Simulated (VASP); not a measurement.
# GaSb2Te2 (P6/mmm) in VASP: notebook, part 2 of 2

VASP 6.6.1.

**3. Relaxation of cell and atoms, PBE**

This run uses another cell than the first one, of 33.29 Å³/atom, 0.998 times its volume.

File INCAR:

```
SYSTEM = GaSb2Te2
PREC = Accurate
ENCUT = 600
EDIFF = 1E-7
ISMEAR = 0
SIGMA = 0.1
LREAL = .False.
LASPH = .True.
NELM = 100
ALGO = Normal
ISIF = 3
LWAVE = .False.
LCHARG = .False.
GGA = PE
IBRION = 2
NSW = 90
EDIFFG = -0.04
```

File KPOINTS:

```
regular mesh
0
Gamma
  6 6 4
  0 0 0
```

File POSCAR:

```
GaSb2Te2
1.0
    5.3997007303      0.0000000000      0.0000000000
   -2.6998503651      4.6762780053      0.0000000000
    0.0000000000      0.0000000000      6.5927952028
Ga Sb Te
1 2 2
Direct
    0.0000000000      0.0000000000      0.5000000000
    0.3333333333      0.6666666667      0.5000000000
    0.6666666667      0.3333333333      0.5000000000
    0.3333333333      0.6666666667      0.0000000000
    0.6666666667      0.3333333333      0.0000000000
```

Potentials or basis: VASP PAW PBE potentials, release 64 (Ga_d, Sb, Te).

Started as:

```sh
> cat potpaw_PBE.64/Ga_d/POTCAR potpaw_PBE.64/Sb/POTCAR potpaw_PBE.64/Te/POTCAR > POTCAR
> mpirun -np 1 vasp_std > vasp.out
```

OUTCAR:

```text
SYSTEM = GaSb2Te2
   PREC = Accurate
   ENCUT = 600
   EDIFF = 1E-7
   ISMEAR = 0
   LREAL = .False.
   LASPH = .True.
   NELM = 100
   ISIF = 3
   GGA = PE
   IBRION = 2
   NSW = 90
   EDIFFG = -0.04

 ion  position               nearest neighbor table
   1  0.000  0.000  0.500-   2 3.12   3 3.12   2 3.12   3 3.12   3 3.12   2 3.12
   2  0.333  0.667  0.500-   1 3.12   3 3.12   3 3.12   1 3.12   1 3.12   3 3.12   4 3.30   4 3.30

   3  0.667  0.333  0.500-   1 3.12   2 3.12   2 3.12   1 3.12   1 3.12   2 3.12   5 3.30   5 3.30

   4  0.333  0.667  0.000-   5 3.12   5 3.12   5 3.12   2 3.30   2 3.30
   5  0.667  0.333  0.000-   4 3.12   4 3.12   4 3.12   3 3.30   3 3.30

  LATTYP: Found a hexagonal cell.
 ALAT       =     5.3997007303
 C/A-ratio  =     1.2209556663

  Lattice vectors:

 A1 = (   5.3997007303,   0.0000000000,   0.0000000000)
 A2 = (  -2.6998503651,   4.6762780053,   0.0000000000)
 A3 = (   0.0000000000,   0.0000000000,   6.5927952028)

Analysis of symmetry for initial positions (statically):
=====================================================================
 Subroutine PRICEL returns:
 Original cell was already a primitive cell.

 Routine SETGRP: Setting up the symmetry group for a
 hexagonal supercell.

 Subroutine GETGRP returns: Found 24 space group operations
 (whereof 24 operations were pure point group operations)
 out of a pool of 24 trial point group operations.

The static configuration has the point symmetry D_6h.

Analysis of symmetry for dynamics (positions and initial velocities):
=====================================================================
 Subroutine PRICEL returns:
 Original cell was already a primitive cell.

 Routine SETGRP: Setting up the symmetry group for a
 hexagonal supercell.

 Subroutine GETGRP returns: Found 24 space group operations
 (whereof 24 operations were pure point group operations)
 out of a pool of 24 trial point group operations.

The dynamic configuration has the point symmetry D_6h.

 Subroutine INISYM returns: Found 24 space group operations
 (whereof 24 operations are pure point group operations),
 and found     1 'primitive' translations

----------------------------------------------------------------------------------------

                                     Primitive cell

  volume of cell :     166.4714

  direct lattice vectors                    reciprocal lattice vectors
     5.399700730  0.000000000  0.000000000     0.185195449  0.106922642  0.000000000
    -2.699850365  4.676278005  0.000000000     0.000000000  0.213845284  0.000000000
     0.000000000  0.000000000  6.592795203     0.000000000  0.000000000  0.151680732

  length of vectors
     5.399700730  5.399700730  6.592795203     0.213845284  0.213845284  0.151680732

  position of ions in fractional coordinates (direct lattice)
     0.000000000  0.000000000  0.500000000
     0.333333333  0.666666667  0.500000000
     0.666666667  0.333333333  0.500000000
     0.333333333  0.666666667  0.000000000
     0.666666667  0.333333333  0.000000000

  ion indices of the primitive-cell ions
   primitive index   ion index
                 1           1
                 2           2
                 3           3
                 4           4
                 5           5

----------------------------------------------------------------------------------------

 KPOINTS: regular mesh

Automatic generation of k-mesh.
 Grid dimensions read from file:
 generate k-points for:    6    6    4

 Generating k-lattice:

  Cartesian coordinates                     Fractional coordinates (reciprocal lattice)
     0.030865908  0.017820440  0.000000000     0.166666667  0.000000000  0.000000000
     0.000000000  0.035640881  0.000000000     0.000000000  0.166666667  0.000000000
     0.000000000  0.000000000  0.037920183     0.000000000  0.000000000  0.250000000

  Length of vectors
     0.035640881  0.035640881  0.037920183

  Shift w.r.t. Gamma in fractional coordinates (k-lattice)
     0.000000000  0.000000000  0.000000000

 Subroutine IBZKPT returns following result:
 ===========================================

 Found     21 irreducible k-points:

 Following reciprocal coordinates:
            Coordinates               Weight
  0.000000  0.000000  0.000000      1.000000
  0.166667  0.000000  0.000000      6.000000
  0.333333  0.000000  0.000000      6.000000
  0.500000  0.000000  0.000000      3.000000
  0.166667  0.166667  0.000000      6.000000
  0.333333  0.166667  0.000000     12.000000
[... 13 lines left out ...]
  0.333333  0.166667  0.500000     12.000000
  0.333333  0.333333  0.500000      2.000000
   k-points           NKPTS =     21   k-points in BZ     NKDIM =     21   number of bands    NBANDS=     21
   number of dos      NEDOS =    301   number of ions     NIONS =      5
   total plane-waves  NPLWV = 124416
   dimension x,y,z NGX =    48 NGY =   48 NGZ =   54
   dimension x,y,z NGXF=    96 NGYF=   96 NGZF=  108
   ions per type =               1   2   2
   NGX,Y,Z   is equivalent  to a cutoff of  14.78, 14.78, 13.62 a.u.
   NGXF,Y,Z  is equivalent  to a cutoff of  29.56, 29.56, 27.23 a.u.
 SYSTEM =  GaSb2Te2
   PREC   = accura    normal or accurate (medium, high low for compatibility)
   ISTART =      0    job   : 0-new  1-cont  2-samecut
   ICHARG =      2    charge: 1-file 2-atom 10-const
   ISPIN  =      1    spin polarized calculation?
   LNONCOLLINEAR =      F non collinear calculations
   LSORBIT =      F    spin-orbit coupling
   LASPH  =      T    aspherical Exc in radial PAW
   ENCUT  =  600.0 eV  44.10 Ry    6.64 a.u.  10.78 10.78 13.17*2*pi/ulx,y,z
   NELM   =    100;   NELMIN=  2; NELMDL= -5     # of ELM steps
   EDIFF  = 0.1E-06   stopping-criterion for ELM
   LREAL  =      F    real-space projection
   EDIFFG = -.4E-01   stopping-criterion for IOM
   NSW    =     90    number of steps for IOM
   IBRION =      2    ionic relax: 0-MD 1-quasi-New 2-CG
   NFREE  =      1    steps in history (QN), initial steepest desc. (CG)
   ISIF   =      3    stress and relaxation
   ISYM   =      2    0-nonsym 1-usesym 2-fastsym
   POTIM  = 0.5000    time-step for ionic-motion
   TEBEG  =    0.0;   TEEND  =   0.0 temperature during run
   PSTRESS=    0.0 pullay stress
   NELECT =      35.0000    total number of electrons
   NUPDOWN=      -1.0000    fix difference up-down
   EMIN   =  10.00;   EMAX   =-10.00  energy-range for DOS
   EFERMI =   0.00;   METHOD = LEGACY
   ISMEAR =     0;   SIGMA  =   0.10  broadening in eV -4-tet -1-fermi 0-gaus
   EFERMI_NEDOS =   21; number of points for ismear=-14 and -15
   IALGO  =     38    algorithm
   IMIX   =      4    mixing-type and parameters
     AMIX     =   0.40;   BMIX     =  1.00
     AMIX_MAG =   1.60;   BMIX_MAG =  1.00
  volume/ion in A,a.u.               =      33.29       224.68
  Fermi-wavevector in a.u.,A,eV,Ry     =   0.973459  1.839571 12.893185  0.947622
  Thomas-Fermi vector in A             =   2.103840
   LORBIT       =      0    0 simple, 1 ext, 2 COOP (PROOUT), +10 PAW based schemes
   GGA     = PE    functional components
   LHFCALC =     F    Hartree Fock is set to
   AEXX    =    0.0000 exact exchange contribution
   IVDW    =     0    specifies the selected vdW correction
   LEPSILON=     F    determine dielectric tensor
   LRPA    =     F    only Hartree local field effects (RPA)
 conjugate gradient relaxation of ions
 non-spin polarized calculation
 Gauss-broadening in eV      SIGMA  =   0.10
  energy-cutoff  :      600.00
  volume of cell :      166.47
 maximum number of plane-waves:      5594
 NGX is ok and might be reduce to    48
   NGX = 21   NGY = 21   NGZ = 27

--------------------------------------- Ionic step        1  -------------------------------------------

 number of electron      35.0000001 magnetization

 Free energy of the ion-electron system (eV)
  ---------------------------------------------------
  ext. energy  EPLUGINS =         0.00000000
  ---------------------------------------------------
  free energy    TOTEN  =       -16.17170067 eV

  energy without entropy =      -16.15728883  energy(sigma->0) =      -16.16449475

------------------------ aborting loop because EDIFF is reached ----------------------------------------

  FORCE on cell =-STRESS in cart. coord.  units (eV):
  Direction    XX          YY          ZZ          XY          YZ          ZX
  --------------------------------------------------------------------------------------
  -------------------------------------------------------------------------------------
  Total        2.7191291      2.7191291     -3.7092737      0.0000000      0.0000000     -0.0000000
  in kB       26.1698242     26.1698242    -35.6993131      0.0000000      0.0000000     -0.0000000
  external PRESSURE =       5.5467785 kB  Pullay stress =       0.0000000 kB
[... 180 lines left out ...]
  energy  without entropy=      -16.4036631569  energy(sigma->0) =      -16.41143704

--------------------------------------- Ionic step        6  -------------------------------------------

 number of electron      35.0000001 magnetization

 Free energy of the ion-electron system (eV)
  ---------------------------------------------------
  ext. energy  EPLUGINS =         0.00000000
  ---------------------------------------------------
  free energy    TOTEN  =       -16.41955087 eV

  energy without entropy =      -16.40450451  energy(sigma->0) =      -16.41202769

 E-fermi :   5.1438     XC(G=0):  -8.8880

 val. band max:        5.1049202480   @ k =   0.3333   0.1667   0.5000
 cond. band min:       5.1567951200   @ k =   0.3333   0.0000   0.0000
 fundamental gap:      0.0518748720
 Fermi energy:         5.1438449044

 k-point     1 :       0.0000    0.0000    0.0000
  band No.  band energies     occupation
      1      -9.9569      2.00000
      2      -9.9223      2.00000
      3      -9.9223      2.00000
      4      -9.8674      2.00000
      5      -9.8674      2.00000
      6      -7.4685      2.00000
[... 525 lines left out ...]
  FREE ENERGIE OF THE ION-ELECTRON SYSTEM (eV)
  ---------------------------------------------------
  free  energy   TOTEN  =       -16.4195508697 eV

  energy  without entropy=      -16.4045045103  energy(sigma->0) =      -16.41202769

 reached required accuracy - stopping structural energy minimisation
```

CONTCAR:

```text
GaSb2Te2
   1.00000000000000
     5.5774194515784101    0.0000000000018745   -0.0000000000000000
    -2.7887097257359361    4.8301869326568765   -0.0000000000000000
    -0.0000000000000000   -0.0000000000000000    6.2150423821272893
  Ga              Sb              Te
     1     2     2
Direct
     1.0000000000000000    0.0000000000000000    0.5000000000000000
     0.3333333332999970    0.6666666667000030    0.5000000000000000
     0.6666666667000030    0.3333333332999970    0.5000000000000000
     0.3333333332999970    0.6666666667000030    1.0000000000000000
     0.6666666667000030    0.3333333332999970    0.0000000000000000

  0.00000000E+00  0.00000000E+00  0.00000000E+00
  0.00000000E+00  0.00000000E+00  0.00000000E+00
  0.00000000E+00  0.00000000E+00  0.00000000E+00
  0.00000000E+00  0.00000000E+00  0.00000000E+00
  0.00000000E+00  0.00000000E+00  0.00000000E+00
```

It took 3.7 min on 1 thread of Intel Xeon 6975P-C (Granite Rapids), shared host; peak memory 0.43 GiB.

What came out:

| Property | Result |
| --- | --- |
| Free energy | -16.4196 eV |
| Relaxed volume | 33.49 Å³/atom |
| Relaxed cell | a = 5.577 Å, b = 5.577 Å, c = 6.215 Å, α = 90.00°, β = 90.00°, γ = 120.00° |
| Space group after relaxing (to 0.05 Å) | P6/mmm (No. 191) |
| Energy gained by relaxing | 49.6 meV/atom |
| Ionic steps | 6 |
| Pressure after relaxing | 0.0 GPa |

The path:
| step | energy change (eV) | largest force (eV/Å) | pressure (GPa) | volume (Å³) |
| --- | --- | --- | --- | --- |
| 1 | 0.0000 | 0.0000 | 0.55 | 166.47 |
| 2 | -0.2192 | 0.0000 | -0.37 | 169.05 |
| 3 | -0.2421 | 0.0000 | -0.56 | 169.81 |
| 4 | -0.2428 | 0.0000 | -0.58 | 169.94 |
| 5 | -0.2475 | 0.0000 | 0.12 | 166.80 |
| 6 | -0.2479 | 0.0000 | -0.03 | 167.43 |

Final structure:
```
Ga Sb Te
1.0
     5.57742    0.00000    0.00000
    -2.78871    4.83019    0.00000
     0.00000    0.00000    6.21504
Ga Sb Te
1 2 2
Direct
  0.00000 0.00000 0.50000
  0.33333 0.66667 0.50000
  0.66667 0.33333 0.50000
  0.33333 0.66667 0.00000
  0.66667 0.33333 0.00000
```

Levels at points of the mesh, in eV from the Fermi level:
| k point | band 16 | band 17 | band 18 | band 19 | band 20 | band 21 |
| --- | --- | --- | --- | --- | --- | --- |
| (0.00, 0.00, 0.00) | -2.01 | -1.89 | -1.89 | 0.42 | 0.42 | 1.90 |
| (0.50, 0.00, 0.00) | -0.38 | 0.55 | 0.83 | 1.00 | 1.60 | 2.84 |
| (0.00, 0.00, 0.50) | -1.86 | -1.55 | -1.55 | -0.30 | -0.30 | 0.27 |
| (0.50, 0.00, 0.50) | -0.79 | -0.17 | 0.13 | 0.42 | 0.85 | 1.29 |

Caveat: spin-orbit coupling is left out, which moves the levels of the heavy elements.
